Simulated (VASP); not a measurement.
Runs of VASP 6.6.1 on Sr. Symmetry: Fm-3m, No. 225, cubic system. Conventional cell: a = 6.085 Å, b = 6.085 Å, c = 6.085 Å, α = 90.00°, β = 90.00°, γ = 90.00°. Within 5.6 Å of Sr (site symmetry m-3m) lie 12 Sr at 4.30 Å. 

```tsv
task	level	cell	k mesh	cutoff (eV)	grid for exact exchange (PRECFOCK)	share of exact exchange	gap on the mesh (eV)	pressure (GPa)
relaxation of cell and atoms	PBE	relaxed to 20 GPa	8 × 8 × 8	600	-	-	none	20.0
relaxation of cell and atoms	PBE	relaxed to 30 GPa	8 × 8 × 8	600	-	-	none	30.0
relaxation of cell and atoms	PBE	relaxed to 5 GPa	8 × 8 × 8	600	-	-	-	5.0
single point	r2SCAN0	as given	4 × 4 × 4	520	Normal	0.25	none	(a)
relaxation of cell and atoms	PBE	relaxed to 2 GPa	8 × 8 × 8	600	-	-	-	2.0
single point	PBE0	as given	4 × 4 × 4	520	Normal	0.25	none	0.3
relaxation of cell and atoms	PBE	relaxed to 10 GPa	8 × 8 × 8	600	-	-	none	10.0
relaxation of cell and atoms	PBE	relaxed	8 × 8 × 8	600	-	-	none	0.0
```

Alike in all rows: potentials or basis VASP PAW PBE potentials, release 64 (Sr_sv); no spin polarisation; smearing fermi-dirac 0.05 eV.

Problem. Estimate the missing entries.

Solution. (a) 0.6.

Caveats: some runs use coarse meshes; the cell is relaxed towards a set pressure, so the run minimises the enthalpy, not the energy (at least some runs); the PAW data sets were made with another functional, which shifts forces and pressure a little (at least some runs).

A k mesh can miss the band edges, and the runs leave out spin-orbit coupling on Sr.

A gap of «none» marks levels without a gap at the run's occupations.
